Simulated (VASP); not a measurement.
# Si (Fd-3m) in VASP: single point with LDA

Aim: the single point of Si with LDA.

Everything below comes from runs of VASP 6.6.1. Logs are shortened: lines on timing, memory, paths and dates and some standing lists are left out, and cuts for length are marked.

## (1) The cell of the first run

It takes space group Fd-3m (No. 227, cubic). The conventional cell has a = 5.402 Å, b = 5.402 Å, c = 5.402 Å, α = 90.00°, β = 90.00°, γ = 90.00°. Si (site symmetry -43m) has 4 Si at 2.34 Å within 3.1 Å.

## (2) Single point, LDA

INCAR

```
PREC     = Accurate       # precision mode
ENCUT    = 500            # plane-wave cutoff, eV
EDIFF    = 1E-6           # SCF threshold, eV
ISMEAR   = 0              # smearing method
SIGMA    = 0.01           # smearing width, eV
LREAL    = False          # projectors in reciprocal space
LASPH    = True           # aspherical terms in the spheres
NELM     = 120            # most SCF steps
ALGO     = Normal         # electronic algorithm
ISIF     = 2              # what is computed and relaxed
LWAVE    = False          # write WAVECAR
LCHARG   = False          # write CHGCAR
GGA      = CA             # functional
NBANDS   = 11             # bands
GGA_COMPAT= False
```

KPOINTS

```
Automatic mesh
0
Gamma
  10 10 10
```

POSCAR

```
Si
1.0
    0.0000000000      2.7009778455      2.7009778455
    2.7009778455      0.0000000000      2.7009778455
    2.7009778455      2.7009778455      0.0000000000
Si
2
Direct
    0.0000000000      0.0000000000      0.0000000000
    0.2500000000      0.2500000000      0.2500000000
```

Potentials or basis: VASP PAW LDA potentials, release 64 (Si).

The run is started by

```
$ cat potpaw_LDA.64/Si/POTCAR > POTCAR
$ mpirun -np 1 vasp_std > vasp.out
```

OUTCAR:

```text
PREC = Accurate
   ENCUT = 500
   EDIFF = 1E-6
   ISMEAR = 0
   LREAL = False
   LASPH = True
   NELM = 120
   ISIF = 2
   GGA = CA

 ion  position               nearest neighbor table
   1  0.000  0.000  0.000-   2 2.34   2 2.34   2 2.34   2 2.34
   2  0.250  0.250  0.250-   1 2.34   1 2.34   1 2.34   1 2.34

  LATTYP: Found a face centered cubic cell.
 ALAT       =     5.4019556910

  Lattice vectors:

 A1 = (   0.0000000000,   2.7009778455,   2.7009778455)
 A2 = (   2.7009778455,   0.0000000000,   2.7009778455)
 A3 = (   2.7009778455,   2.7009778455,   0.0000000000)

Analysis of symmetry for initial positions (statically):
=====================================================================
 Subroutine PRICEL returns:
 Original cell was already a primitive cell.

 Routine SETGRP: Setting up the symmetry group for a
 face centered cubic supercell.

 Subroutine GETGRP returns: Found 48 space group operations
 (whereof 24 operations were pure point group operations)
 out of a pool of 48 trial point group operations.

The static configuration has the point symmetry T_d .
 The point group associated with its full space group is O_h .

Analysis of symmetry for dynamics (positions and initial velocities):
=====================================================================
 Subroutine PRICEL returns:
 Original cell was already a primitive cell.

 Routine SETGRP: Setting up the symmetry group for a
 face centered cubic supercell.

 Subroutine GETGRP returns: Found 48 space group operations
 (whereof 24 operations were pure point group operations)
 out of a pool of 48 trial point group operations.

The dynamic configuration has the point symmetry T_d .
 The point group associated with its full space group is O_h .

 Subroutine INISYM returns: Found 48 space group operations
 (whereof 24 operations are pure point group operations),
 and found     1 'primitive' translations

----------------------------------------------------------------------------------------

                                     Primitive cell

  volume of cell :      39.4088

  direct lattice vectors                    reciprocal lattice vectors
     0.000000000  2.700977846  2.700977846    -0.185118142  0.185118142  0.185118142
     2.700977846  0.000000000  2.700977846     0.185118142 -0.185118142  0.185118142
     2.700977846  2.700977846  0.000000000     0.185118142  0.185118142 -0.185118142

  length of vectors
     3.819759501  3.819759501  3.819759501     0.320634027  0.320634027  0.320634027

  position of ions in fractional coordinates (direct lattice)
     0.000000000  0.000000000  0.000000000
     0.250000000  0.250000000  0.250000000

  ion indices of the primitive-cell ions
   primitive index   ion index
                 1           1
                 2           2

----------------------------------------------------------------------------------------

 KPOINTS: Automatic mesh

Automatic generation of k-mesh.
 Grid dimensions read from file:
 generate k-points for:   10   10   10

 Generating k-lattice:

  Cartesian coordinates                     Fractional coordinates (reciprocal lattice)
    -0.018511814  0.018511814  0.018511814     0.100000000  0.000000000  0.000000000
     0.018511814 -0.018511814  0.018511814     0.000000000  0.100000000  0.000000000
     0.018511814  0.018511814 -0.018511814     0.000000000  0.000000000  0.100000000

  Length of vectors
     0.032063403  0.032063403  0.032063403

  Shift w.r.t. Gamma in fractional coordinates (k-lattice)
     0.000000000  0.000000000  0.000000000

 Subroutine IBZKPT returns following result:
 ===========================================

 Found     47 irreducible k-points:

 Following reciprocal coordinates:
            Coordinates               Weight
  0.000000  0.000000  0.000000      1.000000
  0.100000  0.000000  0.000000      8.000000
  0.200000  0.000000  0.000000      8.000000
  0.300000  0.000000  0.000000      8.000000
  0.400000  0.000000  0.000000      8.000000
  0.500000  0.000000  0.000000      4.000000
[... 16 lines left out ...]
  0.300000  0.300000  0.000000      6.000000
  0.400000  0.300000  0.000000     24.000000
 [... further k-points ...]
   k-points           NKPTS =     47   k-points in BZ     NKDIM =     47   number of bands    NBANDS=     11
   number of dos      NEDOS =    301   number of ions     NIONS =      2
   total plane-waves  NPLWV =  21952
   dimension x,y,z NGX =    28 NGY =   28 NGZ =   28
   dimension x,y,z NGXF=    56 NGYF=   56 NGZF=   56
   ions per type =               2
   NGX,Y,Z   is equivalent  to a cutoff of  12.19, 12.19, 12.19 a.u.
   NGXF,Y,Z  is equivalent  to a cutoff of  24.37, 24.37, 24.37 a.u.
 SYSTEM =  unknown system
   PREC   = accura    normal or accurate (medium, high low for compatibility)
   ISTART =      0    job   : 0-new  1-cont  2-samecut
   ICHARG =      2    charge: 1-file 2-atom 10-const
   ISPIN  =      1    spin polarized calculation?
   LNONCOLLINEAR =      F non collinear calculations
   LSORBIT =      F    spin-orbit coupling
   LASPH  =      T    aspherical Exc in radial PAW
   ENCUT  =  500.0 eV  36.75 Ry    6.06 a.u.   6.96  6.96  6.96*2*pi/ulx,y,z
   NELM   =    120;   NELMIN=  2; NELMDL= -5     # of ELM steps
   EDIFF  = 0.1E-05   stopping-criterion for ELM
   LREAL  =      F    real-space projection
   EDIFFG = 0.1E-04   stopping-criterion for IOM
   NSW    =      0    number of steps for IOM
   IBRION =     -1    ionic relax: 0-MD 1-quasi-New 2-CG
   NFREE  =      0    steps in history (QN), initial steepest desc. (CG)
   ISIF   =      2    stress and relaxation
   ISYM   =      2    0-nonsym 1-usesym 2-fastsym
   POTIM  = 0.5000    time-step for ionic-motion
   TEBEG  =    0.0;   TEEND  =   0.0 temperature during run
   PSTRESS=    0.0 pullay stress
   NELECT =       8.0000    total number of electrons
   NUPDOWN=      -1.0000    fix difference up-down
   EMIN   =  10.00;   EMAX   =-10.00  energy-range for DOS
   EFERMI =   0.00;   METHOD = LEGACY
   ISMEAR =     0;   SIGMA  =   0.01  broadening in eV -4-tet -1-fermi 0-gaus
   EFERMI_NEDOS =   21; number of points for ismear=-14 and -15
   IALGO  =     38    algorithm
   IMIX   =      4    mixing-type and parameters
     AMIX     =   0.40;   BMIX     =  1.00
     AMIX_MAG =   1.60;   BMIX_MAG =  1.00
  volume/ion in A,a.u.               =      19.70       132.97
  Fermi-wavevector in a.u.,A,eV,Ry     =   0.962145  1.818190 12.595223  0.925723
  Thomas-Fermi vector in A             =   2.091578
   LORBIT       =      0    0 simple, 1 ext, 2 COOP (PROOUT), +10 PAW based schemes
   GGA     = CA    functional components
   LHFCALC =     F    Hartree Fock is set to
   AEXX    =    0.0000 exact exchange contribution
   IVDW    =     0    specifies the selected vdW correction
   LEPSILON=     F    determine dielectric tensor
   LRPA    =     F    only Hartree local field effects (RPA)
 non-spin polarized calculation
 Gauss-broadening in eV      SIGMA  =   0.01
  energy-cutoff  :      500.00
  volume of cell :       39.41
 maximum number of plane-waves:      1012
   NGX = 13   NGY = 13   NGZ = 13

 number of electron       8.0000001 magnetization

 Free energy of the ion-electron system (eV)
  ---------------------------------------------------
  ext. energy  EPLUGINS =         0.00000000
  ---------------------------------------------------
  free energy    TOTEN  =       -11.91904445 eV

  energy without entropy =      -11.91904445  energy(sigma->0) =      -11.91904445

 E-fermi :   6.0024     XC(G=0):  -9.6656

 val. band max:        5.9334797181   @ k =   0.0000   0.0000   0.0000
 cond. band min:       6.3859853506   @ k =   0.4000   0.4000   0.0000
 fundamental gap:      0.4525056326
 Fermi energy:         6.0023693723

 k-point     1 :       0.0000    0.0000    0.0000
  band No.  band energies     occupation
      1      -6.1331      2.00000
      2       5.9335      2.00000
      3       5.9335      2.00000
      4       5.9335      2.00000
      5       8.4643      0.00000
      6       8.4643      0.00000
      7       8.4643      0.00000
      8       9.3257      0.00000
      9      13.6694      0.00000
     10      13.6694      0.00000
     11      13.6788      0.00000

 k-point     2 :       0.1000    0.0000    0.0000
  band No.  band energies     occupation
      1      -6.0004      2.00000
      2       4.7746      2.00000
      3       5.7312      2.00000
      4       5.7312      2.00000
      5       8.4757      0.00000
      6       8.7612      0.00000
      7       8.7612      0.00000
      8      10.2386      0.00000
      9      13.2906      0.00000
     10      13.2906      0.00000
     11      14.2359      0.00000

 k-point     3 :       0.2000    0.0000    0.0000
  band No.  band energies     occupation
      1      -5.6082      2.00000
      2       2.8908      2.00000
      3       5.3458      2.00000
      4       5.3458      2.00000
      5       8.1127      0.00000
      6       9.2714      0.00000
      7       9.2714      0.00000
      8      11.9805      0.00000
      9      12.9574      0.00000
     10      12.9574      0.00000
     11      14.9142      0.00000

 k-point     4 :       0.3000    0.0000    0.0000
  band No.  band energies     occupation
      1      -4.9828      2.00000
      2       1.0825      2.00000
      3       5.0089      2.00000
      4       5.0089      2.00000
      5       7.7448      0.00000
      6       9.4298      0.00000
      7       9.4298      0.00000
      8      13.4967      0.00000
      9      13.5078      0.00000
     10      13.5078      0.00000
     11      14.7144      0.00000

 k-point     5 :       0.4000    0.0000    0.0000
  band No.  band energies     occupation
      1      -4.2201      2.00000
      2      -0.4169      2.00000
      3       4.7962      2.00000
      4       4.7962      2.00000
      5       7.5028      0.00000
      6       9.2991      0.00000
      7       9.2991      0.00000
      8      13.5954      0.00000
      9      14.9143      0.00000
     10      14.9143      0.00000
     11      15.9742      0.00000
[... 211 lines left out ...]
 k-point    21 :      -0.3000    0.2000    0.0000
  band No.  band energies     occupation
      1      -4.0328      2.00000
      2       0.1712      2.00000
      3       2.4067      2.00000
      4       4.6015      2.00000
      5       8.3194      0.00000
      6      10.4374      0.00000
      7      10.4924      0.00000
      8      12.6068      0.00000
      9      12.7164      0.00000
     10      15.4477      0.00000
     11      17.7867      0.00000

 k-point    22 :      -0.2000    0.2000    0.0000
  band No.  band energies     occupation
      1      -4.7640      2.00000
      2       1.4302      2.00000
      3       2.8613      2.00000
      4       5.0806      2.00000
      5       8.7846      0.00000
      6       9.9043      0.00000
      7      10.1913      0.00000
      8      11.6249      0.00000
      9      11.9972      0.00000
     10      16.5585      0.00000
     11      16.7485      0.00000

 k-point    23 :       0.3000    0.3000    0.0000
  band No.  band energies     occupation
      1      -4.5622      2.00000
      2       1.5067      2.00000
      3       3.6681      2.00000
      4       3.6681      2.00000
      5       6.6828      0.00000
      6       8.2299      0.00000
      7      12.5834      0.00000
      8      12.5834      0.00000
      9      15.0833      0.00000
     10      15.4236      0.00000
     11      18.2751      0.00000

 k-point    24 :       0.4000    0.3000    0.0000
  band No.  band energies     occupation
      1      -3.9401      2.00000
      2       0.4912      2.00000
      3       3.0192      2.00000
      4       3.4615      2.00000
      5       6.8709      0.00000
      6       8.0652      0.00000
      7      12.8832      0.00000
      8      12.9985      0.00000
      9      16.4391      0.00000
     10      16.7242      0.00000
     11      18.0319      0.00000

 [... further k-points ...]
[... 5 lines left out ...]
  --------------------------------------------------------------------------------------
  -------------------------------------------------------------------------------------
  Total        0.0114641      0.0114641      0.0114641      0.0000000      0.0000000      0.0000000
  in kB        0.4660753      0.4660753      0.4660753      0.0000000      0.0000000      0.0000000
  external PRESSURE =       0.4660753 kB  Pullay stress =       0.0000000 kB

 VOLUME and BASIS-vectors are now :
 -----------------------------------------------------------------------------
  energy-cutoff  :      500.00
  volume of cell :       39.41
      direct lattice vectors                 reciprocal lattice vectors
     0.000000000  2.700977846  2.700977846    -0.185118142  0.185118142  0.185118142
     2.700977846  0.000000000  2.700977846     0.185118142 -0.185118142  0.185118142
     2.700977846  2.700977846  0.000000000     0.185118142  0.185118142 -0.185118142

 POSITION                                       TOTAL-FORCE (eV/Angst)
 -----------------------------------------------------------------------------------
      0.00000      0.00000      0.00000        -0.000000     -0.000000     -0.000000
      1.35049      1.35049      1.35049         0.000000      0.000000      0.000000
 -----------------------------------------------------------------------------------
    total drift:                                0.000000      0.000000     -0.000000

  FREE ENERGIE OF THE ION-ELECTRON SYSTEM (eV)
  ---------------------------------------------------
  free  energy   TOTEN  =       -11.9190444544 eV

  energy  without entropy=      -11.9190444544  energy(sigma->0) =      -11.91904445
```

Run time: 22 s. Hardware: 1 thread of Intel Xeon Platinum 8259CL at 2.50GHz (Skylake/Cascade Lake), shared host; peak memory 0.13 GiB.

What came out:

* Free energy: -11.9190 eV
* Pressure: 0.0 GPa
* Band gap on the k mesh: 0.45 eV (least direct gap 2.53 eV)

Caveat: semilocal functionals underestimate gaps, and a narrow one can read as zero. A k mesh can miss the band edges.
